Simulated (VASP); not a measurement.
Set up this calculation in VASP 6.6.1, as the native input.

| Quantity | Value |
| --- | --- |
| Task | relaxation of cell and atoms |
| Functional | PBE |
| Potentials or basis | VASP PAW PBE potentials, release 64 (Be) |
| Cutoff | 600 eV |
| k mesh | 4 × 4 × 4 |
| Occupations | gaussian, width 0.1 eV |
| Spin | no spin polarisation |
| Dipole correction | no |
| Further INCAR settings | ALGO = Normal; EDIFF = 1e-07; IBRION = 2; EDIFFG = -0.04; NSW = 90; ISIF = 3 |

The structure of Be lies in POSCAR:

```
Be
1.0
    5.2524850700      0.0000000000      0.0000000000
    0.0000000000      5.2524850700      0.0000000000
    0.0000000000      0.0000000000      5.2632498900
Be
12
Direct
    0.6278065100      0.6278065100      0.6250000000
    0.3721934900      0.3721934900      0.1250000000
    0.3721934900      0.6278065100      0.3750000000
    0.6278065100      0.3721934900      0.8750000000
    0.1594893800      0.5816881900      0.9103506100
    0.8405106200      0.4183118100      0.4103506100
    0.4183118100      0.1594893800      0.6603506100
    0.5816881900      0.8405106200      0.1603506100
    0.8405106200      0.5816881900      0.0896493900
    0.1594893800      0.4183118100      0.5896493900
    0.5816881900      0.1594893800      0.3396493900
    0.4183118100      0.8405106200      0.8396493900
```

The cell was built from a structure type or drawn by symmetry, and may not be a known phase.

These files were run (other wordings do the same):

INCAR

```
SYSTEM = Be
PREC = Accurate
ENCUT = 600
EDIFF = 1E-7
ISMEAR = 0
SIGMA = 0.1
LREAL = .False.
LASPH = .True.
NELM = 80
ALGO = Normal
ISIF = 3
LWAVE = .False.
LCHARG = .False.
GGA = PE
IBRION = 2
NSW = 90
EDIFFG = -0.04
```

KPOINTS

```
Automatic mesh
0
Gamma
  4 4 4
  0 0 0
```

Potentials or basis: VASP PAW PBE potentials, release 64 (Be).

Run with:

```bash
$ cat potpaw_PBE.64/Be/POTCAR > POTCAR
$ mpirun -np 1 vasp_std > vasp.out
```

It gave:

The relaxed volume is 9.94 Å³/atom. The relaxed cell is a = 5.312 Å, b = 5.312 Å, c = 4.226 Å, α = 90.00°, β = 90.00°, γ = 90.00° and the space group after relaxing (to 0.1 Å) is P4_322 (No. 95). The pressure after relaxing is 0.0 GPa, the largest force after relaxing is 0.034 eV/Å and the band gap on the k mesh is zero (bands 12 and 13 overlap by 1.05 eV).

Caveat: the volume moved by over 15 % at a fixed basis, so the end points are rough.

Wall time 33 min on 1 thread of AMD EPYC 9R45 (Zen 5), with other jobs on the host, peak memory 0.25 GiB.
